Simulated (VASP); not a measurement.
# H (I4/mmm) in VASP: notebook, part 2 of 3

VASP 6.6.1.

### 3 Electric field gradients, LDA

This run uses another cell than the first one, of 11.78 Å³/atom, 1.042 times its volume.

Input file INCAR:

```
SYSTEM = H
ALGO     = Normal         ! electronic algorithm
EDIFF    = 1E-8           ! SCF threshold, eV
ENCUT    = 520            ! plane-wave cutoff, eV
GGA      = CA             ! functional
ISIF     = 2              ! what is computed and relaxed
ISMEAR   = -1             ! smearing method
LASPH    = .TRUE.         ! aspherical terms in the spheres
LCHARG   = .FALSE.        ! write CHGCAR
LEFG     = .TRUE.       
LREAL    = .FALSE.        ! projectors in reciprocal space
LWAVE    = .FALSE.        ! write WAVECAR
NBANDS   = 8              ! bands
NELM     = 100            ! most SCF steps
PREC     = Accurate       ! precision mode
SIGMA    = 0.01           ! smearing width, eV
```

Input file KPOINTS:

```
k-points
0
G
  12 12 12
  0 0 0
```

Input file POSCAR:

```
H
1.0
   -1.6915344700      1.6915344700      2.0584739900
    1.6915344700     -1.6915344700      2.0584739900
    1.6915344700      1.6915344700     -2.0584739900
H
2
Direct
    0.9098622900      0.9098622900      0.0000000000
    0.0901377100      0.0901377100      0.0000000000
```

Potentials or basis: VASP PAW LDA potentials, release 64 (H).

Run with:

```bash
cat potpaw_LDA.64/H/POTCAR > POTCAR
mpirun -np 1 vasp_std > vasp.out
```

OUTCAR:

```text
SYSTEM = H
   EDIFF = 1E-8
   ENCUT = 520
   GGA = CA
   ISIF = 2
   ISMEAR = -1
   LASPH = .TRUE.
   LREAL = .FALSE.
   NELM = 100
   PREC = Accurate

 ion  position               nearest neighbor table
   1  0.910  0.910  0.000-   2 0.74
   2  0.090  0.090  0.000-   1 0.74

  LATTYP: Found a body centered tetragonal cell.
 ALAT       =     3.3830689400
 C/A-ratio  =     1.2169270130

  Lattice vectors:

 A1 = (  -1.6915344700,   1.6915344700,   2.0584739900)
 A2 = (   1.6915344700,  -1.6915344700,   2.0584739900)
 A3 = (   1.6915344700,   1.6915344700,  -2.0584739900)

Analysis of symmetry for initial positions (statically):
=====================================================================
 Subroutine PRICEL returns:
 Original cell was already a primitive cell.

 Routine SETGRP: Setting up the symmetry group for a
 body centered tetragonal supercell.

 Subroutine GETGRP returns: Found 16 space group operations
 (whereof 16 operations were pure point group operations)
 out of a pool of 16 trial point group operations.

The static configuration has the point symmetry D_4h.

Analysis of symmetry for dynamics (positions and initial velocities):
=====================================================================
 Subroutine PRICEL returns:
 Original cell was already a primitive cell.

 Routine SETGRP: Setting up the symmetry group for a
 body centered tetragonal supercell.

 Subroutine GETGRP returns: Found 16 space group operations
 (whereof 16 operations were pure point group operations)
 out of a pool of 16 trial point group operations.

The dynamic configuration has the point symmetry D_4h.

 Subroutine INISYM returns: Found 16 space group operations
 (whereof 16 operations are pure point group operations),
 and found     1 'primitive' translations

----------------------------------------------------------------------------------------

                                     Primitive cell

  volume of cell :      23.5596

  direct lattice vectors                    reciprocal lattice vectors
    -1.691534470  1.691534470  2.058473990     0.000000000  0.295589602  0.242898381
     1.691534470 -1.691534470  2.058473990     0.295589602  0.000000000  0.242898381
     1.691534470  1.691534470 -2.058473990     0.295589602  0.295589602  0.000000000

  length of vectors
     3.155929799  3.155929799  3.155929799     0.382587031  0.382587031  0.418026823

  position of ions in fractional coordinates (direct lattice)
     0.909862290  0.909862290  0.000000000
     0.090137710  0.090137710  0.000000000

  ion indices of the primitive-cell ions
   primitive index   ion index
                 1           1
                 2           2

----------------------------------------------------------------------------------------

 KPOINTS: k-points

Automatic generation of k-mesh.
 Grid dimensions read from file:
 generate k-points for:   12   12   12

[... 68 lines left out ...]
   NFREE  =      0    steps in history (QN), initial steepest desc. (CG)
   ISIF   =      2    stress and relaxation
   ISYM   =      2    0-nonsym 1-usesym 2-fastsym
   POTIM  = 0.5000    time-step for ionic-motion
   TEBEG  =    0.0;   TEEND  =   0.0 temperature during run
   PSTRESS=    0.0 pullay stress
   NELECT =       2.0000    total number of electrons
   NUPDOWN=      -1.0000    fix difference up-down
   EMIN   =  10.00;   EMAX   =-10.00  energy-range for DOS
   EFERMI =   0.00;   METHOD = LEGACY
   ISMEAR =    -1;   SIGMA  =   0.01  broadening in eV -4-tet -1-fermi 0-gaus
   EFERMI_NEDOS =   21; number of points for ismear=-14 and -15
   IALGO  =     38    algorithm
   IMIX   =      4    mixing-type and parameters
     AMIX     =   0.40;   BMIX     =  1.00
     AMIX_MAG =   1.60;   BMIX_MAG =  1.00
  volume/ion in A,a.u.               =      11.78        79.49
  Fermi-wavevector in a.u.,A,eV,Ry     =   0.719497  1.359653  7.043413  0.517676
  Thomas-Fermi vector in A             =   1.808708
   LORBIT       =      0    0 simple, 1 ext, 2 COOP (PROOUT), +10 PAW based schemes
   GGA     = CA    functional components
   LHFCALC =     F    Hartree Fock is set to
   AEXX    =    0.0000 exact exchange contribution
   IVDW    =     0    specifies the selected vdW correction
   LEPSILON=     F    determine dielectric tensor
   LRPA    =     F    only Hartree local field effects (RPA)
 non-spin polarized calculation
  energy-cutoff  :      520.00
  volume of cell :       23.56
 maximum number of plane-waves:       645
   NGX = 11   NGY = 11   NGZ = 11

 number of electron       2.0000000 magnetization

 Free energy of the ion-electron system (eV)
  ---------------------------------------------------
  ext. energy  EPLUGINS =         0.00000000
  ---------------------------------------------------
  free energy    TOTEN  =        -6.76580735 eV

  energy without entropy =       -6.76580735  energy(sigma->0) =       -6.76580735

 E-fermi :  -7.8306     XC(G=0):  -5.9061

 val. band max:       -8.0313154282   @ k =   0.5000   0.5000   0.5000
 cond. band min:       0.2664179207   @ k =   0.5000  -0.0000   0.0000
 fundamental gap:      8.2977333490
 Fermi energy:        -7.8306203142

 k-point     1 :       0.0000    0.0000    0.0000
  band No.  band energies     occupation
      1     -10.6019      2.00000
      2       5.0431      0.00000
      3       8.9164      0.00000
      4      15.0659      0.00000
      5      15.0659      0.00000
      6      16.8983      0.00000
      7      16.8983      0.00000
      8      18.3229      0.00000
[... 243 lines left out ...]
 k-point    24 :      -0.4167    0.1667    0.0000
  band No.  band energies     occupation
      1      -9.1706      2.00000
      2       1.6818      0.00000
      3       6.4875      0.00000
      4       9.6957      0.00000
      5      11.6030      0.00000
      6      15.6888      0.00000
      7      18.4542      0.00000
      8      18.8090      0.00000

 [... further k-points ...]
[... 5 lines left out ...]
  --------------------------------------------------------------------------------------
  -------------------------------------------------------------------------------------
  Total       -0.1316436     -0.1316436      0.5919383      0.0000000      0.0000000      0.0000000
  in kB       -8.9524774     -8.9524774     40.2550101      0.0000000      0.0000000      0.0000000
  external PRESSURE =       7.4500184 kB  Pullay stress =       0.0000000 kB

 VOLUME and BASIS-vectors are now :
 -----------------------------------------------------------------------------
  energy-cutoff  :      520.00
  volume of cell :       23.56
      direct lattice vectors                 reciprocal lattice vectors
    -1.691534470  1.691534470  2.058473990     0.000000000  0.295589602  0.242898381
     1.691534470 -1.691534470  2.058473990     0.295589602  0.000000000  0.242898381
     1.691534470  1.691534470 -2.058473990     0.295589602  0.295589602  0.000000000

 POSITION                                       TOTAL-FORCE (eV/Angst)
 -----------------------------------------------------------------------------------
      0.00000      0.00000      3.74586         0.000000      0.000000     -0.971071
      0.00000      0.00000      0.37109        -0.000000     -0.000000      0.971071
 -----------------------------------------------------------------------------------
    total drift:                               -0.000000      0.000000      0.000000

  FREE ENERGIE OF THE ION-ELECTRON SYSTEM (eV)
  ---------------------------------------------------
  free  energy   TOTEN  =        -6.7658073527 eV

  energy  without entropy=       -6.7658073527  energy(sigma->0) =       -6.76580735

 Electric field gradients (V/A^2)
---------------------------------------------------------------------
 ion       V_xx      V_yy      V_zz      V_xy      V_xz      V_yz
---------------------------------------------------------------------
   1     -17.163   -17.163    34.326     0.000     0.000     0.000
   2     -17.163   -17.163    34.326     0.000     0.000     0.000
---------------------------------------------------------------------

 Electric field gradients after diagonalization (V/A^2)
 (convention: |V_zz| > |V_xx| > |V_yy|)
----------------------------------------------------------------------
 ion       V_xx      V_yy      V_zz     asymmetry (V_yy - V_xx)/ V_zz
----------------------------------------------------------------------
   1     -17.163   -17.163    34.326       0.000
   2     -17.163   -17.163    34.326       0.000
----------------------------------------------------------------------

           NMR quadrupolar parameters

 Cq : quadrupolar parameter    Cq=e*Q*V_zz/h
 eta: asymmetry parameters     (V_yy - V_xx)/ V_zz
 Q  : nuclear electric quadrupole moment in mb (millibarn)
----------------------------------------------------------------------
 ion       Cq(MHz)       eta       Q (mb)
----------------------------------------------------------------------
   1       0.083       0.000       1.000
   2       0.083       0.000       1.000
----------------------------------------------------------------------
```

Run time: 7.2 s. Hardware: 1 thread of Intel Xeon 6975P-C (Granite Rapids), shared host; peak memory 0.13 GiB.

Results:

- Free energy: -6.7658 eV
- Pressure: 0.7 GPa
- Largest force: 0.971 eV/Å
- Band gap on the k mesh: 8.30 eV, indirect (least direct gap 9.17 eV)

Forces in eV/Å, atoms in the order of the input:
```
H    0.000  0.000 -0.971
H    0.000  0.000  0.971
```

Stress tensor (GPa, compression positive):
```
-0.90  0.00  0.00
 0.00 -0.90  0.00
 0.00  0.00  4.03
```

Electric field gradients, principal values (V/Å²):
| atom | least | middle | greatest (by size) |
| --- | --- | --- | --- |
| 1 H | -17.163 | -17.163 | 34.326 |
| 2 H | -17.163 | -17.163 | 34.326 |

Caveat: without QUAD_EFG the Cq values of the log hold for a quadrupole moment of 1 mb, not for the nuclei.

### 4 Electric field gradients, PBEsol

This run uses another cell than the first one, of 11.78 Å³/atom, 1.042 times its volume.

Input file INCAR:

```
ALGO = Normal
EDIFF = 1E-8
ENCUT = 520
GGA = PS
ISIF = 2
ISMEAR = -1
LASPH = T
LCHARG = F
LEFG = T
LREAL = F
LWAVE = F
NBANDS = 8
NELM = 80
PREC = Accurate
SIGMA = 0.01
```

Input file KPOINTS:

```
k-points
0
Gamma
  12 12 12
```

POSCAR is that of step 3.

Potentials or basis: VASP PAW PBE potentials, release 64 (H).

Run with:

```bash
cat potpaw_PBE.64/H/POTCAR > POTCAR
mpirun -np 1 vasp_std > vasp.out
```

OUTCAR:

```text
EDIFF = 1E-8
   ENCUT = 520
   GGA = PS
   ISIF = 2
   ISMEAR = -1
   LASPH = T
   LREAL = F
   NELM = 80
   PREC = Accurate

 ion  position               nearest neighbor table
   1  0.910  0.910  0.000-   2 0.74
   2  0.090  0.090  0.000-   1 0.74

  LATTYP: Found a body centered tetragonal cell.
 ALAT       =     3.3830689400
 C/A-ratio  =     1.2169270130

  Lattice vectors:

 A1 = (  -1.6915344700,   1.6915344700,   2.0584739900)
 A2 = (   1.6915344700,  -1.6915344700,   2.0584739900)
 A3 = (   1.6915344700,   1.6915344700,  -2.0584739900)

Analysis of symmetry for initial positions (statically):
=====================================================================
 Subroutine PRICEL returns:
 Original cell was already a primitive cell.

 Routine SETGRP: Setting up the symmetry group for a
 body centered tetragonal supercell.

 Subroutine GETGRP returns: Found 16 space group operations
 (whereof 16 operations were pure point group operations)
 out of a pool of 16 trial point group operations.

The static configuration has the point symmetry D_4h.

Analysis of symmetry for dynamics (positions and initial velocities):
=====================================================================
 Subroutine PRICEL returns:
 Original cell was already a primitive cell.

 Routine SETGRP: Setting up the symmetry group for a
 body centered tetragonal supercell.

 Subroutine GETGRP returns: Found 16 space group operations
 (whereof 16 operations were pure point group operations)
 out of a pool of 16 trial point group operations.

The dynamic configuration has the point symmetry D_4h.

 Subroutine INISYM returns: Found 16 space group operations
[... 155 lines left out ...]
      3       9.0438      0.00000
      4      15.3644      0.00000
      5      15.3644      0.00000
      6      17.4345      0.00000
      7      17.4345      0.00000
      8      18.9275      0.00000
[... 243 lines left out ...]
 k-point    24 :      -0.4167    0.1667    0.0000
  band No.  band energies     occupation
      1      -9.0660      2.00000
      2       2.1410      0.00000
      3       6.9056      0.00000
      4      10.0972      0.00000
      5      12.1333      0.00000
      6      16.1287      0.00000
      7      18.9494      0.00000
      8      19.2876      0.00000

 [... further k-points ...]
[... 5 lines left out ...]
  --------------------------------------------------------------------------------------
  -------------------------------------------------------------------------------------
  Total       -0.0088672     -0.0088672      0.4398280      0.0000000      0.0000000      0.0000000
  in kB       -0.6030160     -0.6030160     29.9106835      0.0000000      0.0000000      0.0000000
  external PRESSURE =       9.5682172 kB  Pullay stress =       0.0000000 kB

 VOLUME and BASIS-vectors are now :
 -----------------------------------------------------------------------------
  energy-cutoff  :      520.00
  volume of cell :       23.56
      direct lattice vectors                 reciprocal lattice vectors
    -1.691534470  1.691534470  2.058473990     0.000000000  0.295589602  0.242898381
     1.691534470 -1.691534470  2.058473990     0.295589602  0.000000000  0.242898381
     1.691534470  1.691534470 -2.058473990     0.295589602  0.295589602  0.000000000

 POSITION                                       TOTAL-FORCE (eV/Angst)
 -----------------------------------------------------------------------------------
      0.00000      0.00000      3.74586        -0.000000     -0.000000     -0.604037
      0.00000      0.00000      0.37109         0.000000      0.000000      0.604037
 -----------------------------------------------------------------------------------
    total drift:                               -0.000000      0.000000      0.000000

  FREE ENERGIE OF THE ION-ELECTRON SYSTEM (eV)
  ---------------------------------------------------
  free  energy   TOTEN  =        -6.5210315542 eV

  energy  without entropy=       -6.5210315542  energy(sigma->0) =       -6.52103155

 Electric field gradients (V/A^2)
---------------------------------------------------------------------
 ion       V_xx      V_yy      V_zz      V_xy      V_xz      V_yz
---------------------------------------------------------------------
   1     -16.880   -16.880    33.760     0.000     0.000     0.000
   2     -16.880   -16.880    33.760     0.000     0.000     0.000
---------------------------------------------------------------------

 Electric field gradients after diagonalization (V/A^2)
 (convention: |V_zz| > |V_xx| > |V_yy|)
----------------------------------------------------------------------
 ion       V_xx      V_yy      V_zz     asymmetry (V_yy - V_xx)/ V_zz
----------------------------------------------------------------------
   1     -16.881   -16.880    33.760       0.000
   2     -16.881   -16.880    33.760       0.000
----------------------------------------------------------------------

           NMR quadrupolar parameters

 Cq : quadrupolar parameter    Cq=e*Q*V_zz/h
 eta: asymmetry parameters     (V_yy - V_xx)/ V_zz
 Q  : nuclear electric quadrupole moment in mb (millibarn)
----------------------------------------------------------------------
 ion       Cq(MHz)       eta       Q (mb)
----------------------------------------------------------------------
   1       0.082       0.000       1.000
   2       0.082       0.000       1.000
----------------------------------------------------------------------
```

OSZICAR:

```text
N       E                     dE             d eps       ncg     rms          rms(c)
DAV:   1    -0.676918601218E+01   -0.67692E+01   -0.45034E+02  2624   0.157E+02
DAV:   2    -0.704452762075E+01   -0.27534E+00   -0.27534E+00  3560   0.921E+00
DAV:   3    -0.704487810619E+01   -0.35049E-03   -0.35049E-03  2944   0.307E-01
DAV:   4    -0.704487851041E+01   -0.40422E-06   -0.40430E-06  4000   0.112E-02
DAV:   5    -0.704487851062E+01   -0.20599E-09   -0.22008E-09  2944   0.153E-04    0.430E+00
DAV:   6    -0.667727767034E+01    0.36760E+00   -0.20565E-01  2736   0.138E+00    0.233E+00
DAV:   7    -0.651667644978E+01    0.16060E+00   -0.37897E-01  2840   0.200E+00    0.250E-01
DAV:   8    -0.652128096354E+01   -0.46045E-02   -0.62577E-03  2968   0.274E-01    0.109E-01
DAV:   9    -0.652101598439E+01    0.26498E-03   -0.79106E-04  3544   0.106E-01    0.131E-02
DAV:  10    -0.652102868222E+01   -0.12698E-04   -0.11077E-05  3160   0.185E-02    0.253E-03
DAV:  11    -0.652103136969E+01   -0.26875E-05   -0.27647E-06  3160   0.774E-03    0.326E-04
DAV:  12    -0.652103153675E+01   -0.16707E-06   -0.45175E-08  3632   0.120E-03    0.295E-04
DAV:  13    -0.652103155516E+01   -0.18409E-07   -0.41171E-09  3336   0.352E-04    0.176E-05
DAV:  14    -0.652103155423E+01    0.93287E-09   -0.37846E-11  1872   0.315E-05
   1 F= -.65210316E+01 E0= -.65210316E+01  d E =-.444276E-13
```

stdout:

```text
POSCAR found type information on POSCAR H
 POSCAR found :  1 types and       2 ions
 scaLAPACK will be used
 -----------------------------------------------------------------------------
|                                                                             |
|                                                                             |
|     You enforced a specific xc type in the INCAR file but a different       |
|     I HOPE YOU KNOW WHAT YOU ARE DOING!                                     |
|                                                                             |
 -----------------------------------------------------------------------------

 LDA part: xc-table for (Slater+PW92), standard interpolation
 POSCAR, INCAR and KPOINTS ok, starting setup
 FFT: planning ... GRIDC
 FFT: planning ... GRID_SOFT
 FFT: planning ... GRID
 WAVECAR not read
 entering main loop
ion   1

ion   2
```

Run time: 7.8 s. Hardware: 1 thread of Intel Xeon 6975P-C (Granite Rapids), shared host; peak memory 0.14 GiB.

Results:

| Property | Result |
| --- | --- |
| Free energy | -6.5210 eV |
| Pressure | 1.0 GPa |
| Largest force | 0.604 eV/Å |
| Band gap on the k mesh | 8.75 eV, indirect (least direct gap 9.57 eV) |

Forces in eV/Å, atoms in the order of the input:
```
H    0.000  0.000 -0.604
H    0.000  0.000  0.604
```

Levels at points of the mesh, in eV from the valence-band top:
```tsv
k point	band 1	band 2	band 3	band 4	band 5	band 6
(0.00, 0.00, 0.00)	-2.43	13.47	17.04	23.36	23.36	25.43
(0.50, 0.00, 0.00)	-0.83	8.75	16.77	18.67	20.14	23.02
(0.50, 0.50, 0.00)	-0.61	10.49	13.97	16.05	18.82	19.72
(0.50, 0.50, 0.50)	0.00	10.01	15.35	15.96	15.96	18.21
```

Electric field gradients, principal values (V/Å²):
| atom | least | middle | greatest (by size) |
| --- | --- | --- | --- |
| 1 H | -16.880 | -16.881 | 33.760 |
| 2 H | -16.880 | -16.881 | 33.760 |

Caveat: without QUAD_EFG the Cq values of the log hold for a quadrupole moment of 1 mb, not for the nuclei; the PAW data sets were made with another functional, which shifts forces and pressure a little. A k mesh can miss the band edges.

[end of part 2 of 3]
